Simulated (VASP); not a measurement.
Runs of VASP 6.6.1 on ZnS. The structure is that of space group P6_3mc (No. 186), or close to it. The cells are those of the table. 

```csv
task,level,potentials or basis,cell,gap on the mesh (eV),pressure (GPa)
single point,PBE,"VASP PAW PBE potentials, release 64 (Zn, S)","a = 3.898, b = 3.898, c = 6.383 Å, angles 90.0, 90.0, 120.0°, 4 atoms",1.91,(b)
electric field gradients,LDA,"VASP PAW LDA potentials, release 64 (Zn, S)","a = 3.823, b = 3.823, c = 6.261 Å, angles 90.0, 90.0, 120.0°, 4 atoms",1.94,(a)
electric field gradients,PBE,"VASP PAW PBE potentials, release 64 (Zn, S)","a = 3.823, b = 3.823, c = 6.261 Å, angles 90.0, 90.0, 120.0°, 4 atoms",2.17,1.5
relaxation of the atoms,PBE,"VASP PAW PBE potentials, release 64 (Zn, S)","atoms relaxed from a = 3.823, b = 3.823, c = 6.386 Å, angles 90.0, 90.0, 120.0°, 4 atoms",2.02,0.1
```

Alike in all rows: no spin polarisation; k mesh 13 × 13 × 7; cutoff (eV) 520; smearing fermi-dirac 0.02 eV.

Q: Estimate the missing entries.

A: (a) -4.5; (b) -2.4.

Caveats: the cell stands under tension (at least some runs).

A k mesh can miss the band edges.
